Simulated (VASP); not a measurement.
Input of a VASP 6.6.1 run:

Contents of POSCAR:

```
MoS2
1.0
    3.2296576161      0.0000000000      0.0000000000
   -1.6148288080      2.7969655410      0.0000000000
    0.0000000000      0.0000000000      6.6361097384
Mo S
1 2
Direct
    0.0000000000      0.0000000000      0.5000000000
    0.3333333333      0.6666666667      0.2665735915
    0.6666666667      0.3333333333      0.7334264085
```

Contents of INCAR.step1:

```
PREC = Accurate
ENCUT = 520
ISMEAR = 0
SIGMA = 0.1
LREAL = False
LASPH = True
NELM = 80
NBANDS = 20
GGA = PE
ALGO = Normal
EDIFF = 1E-4
LWAVE = True
LCHARG = False
```

File INCAR.step2:

```
PREC = Accurate
ENCUT = 520
EDIFF = 1E-6
ISMEAR = 0
SIGMA = 0.1
LREAL = False
LASPH = True
NELM = 80
ALGO = Normal
ISIF = 2
LWAVE = False
LCHARG = False
METAGGA = R2SCAN
LMIXTAU = True
NBANDS = 20
ISTART = 1
```

The input KPOINTS:

```
Automatic mesh
0
Gamma
  18 18 8
```

Potentials or basis: VASP PAW PBE potentials, release 64 (Mo_sv, S).

The run is started by

```sh
$ cat potpaw_PBE.64/Mo_sv/POTCAR potpaw_PBE.64/S/POTCAR > POTCAR
$ cp INCAR.step1 INCAR
$ mpirun -np 1 vasp_std > vasp.out
$ cp INCAR.step2 INCAR
$ mpirun -np 1 vasp_std > vasp.out
```

(1) Predict the largest force.

(2) What does it give for the band gap on the k mesh?

(3) Estimate the pressure.

Answers

(1) 0.003 eV/Å.

(2) zero (band 13 reaches 6.93 eV, above the bottom of band 14 at 5.76 eV).

(3) -0.7 GPa.

Caveat: the PAW data sets were made with another functional, which shifts forces and pressure a little.
